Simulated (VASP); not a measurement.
Runs of VASP 6.6.1 on GaN (rocksalt type). The structure is that of space group Fm-3m (No. 225), or close to it. The cells are those of the table. 

```tsv
task	cell	cutoff (eV)	gap on the mesh (eV)	pressure (GPa)
single point	a = 2.858 Å, angles 60.0°, 2 atoms	520	(a)	43.5
single point	a = 2.921 Å, angles 60.0°, 2 atoms	520	1.67	18.9
single point	a = 2.768 Å, angles 60.0°, 2 atoms	520	2.89	92.5
single point	a = 2.673 Å, angles 60.0°, 2 atoms	520	3.75	(b)
single point	a = 2.570 Å, angles 60.0°, 2 atoms	520	4.78	295.1
single point	a = 2.443 Å, angles 60.0°, 2 atoms	520	6.20	540.1
relaxation of cell and atoms	relaxed from a = 3.047 Å, angles 60.0°, 2 atoms	600	1.20	0.0
single point	a = 2.982 Å, angles 60.0°, 2 atoms	520	1.24	1.3
```

Alike in all rows: level r2SCAN; potentials or basis VASP PAW PBE potentials, release 64 (Ga_d, N); no spin polarisation; k mesh 15 × 15 × 15; smearing fermi-dirac 0.1 eV.

Fill in the values left out.

(a) 2.16; (b) 169.7.

Caveats: the PAW data sets were made with another functional, which shifts forces and pressure a little; an odd mesh through Γ misses points on the zone boundary, where band edges can lie; the cell stands under pressure (at least some runs).

A k mesh can miss the band edges, and the runs leave out spin-orbit coupling on Ga.
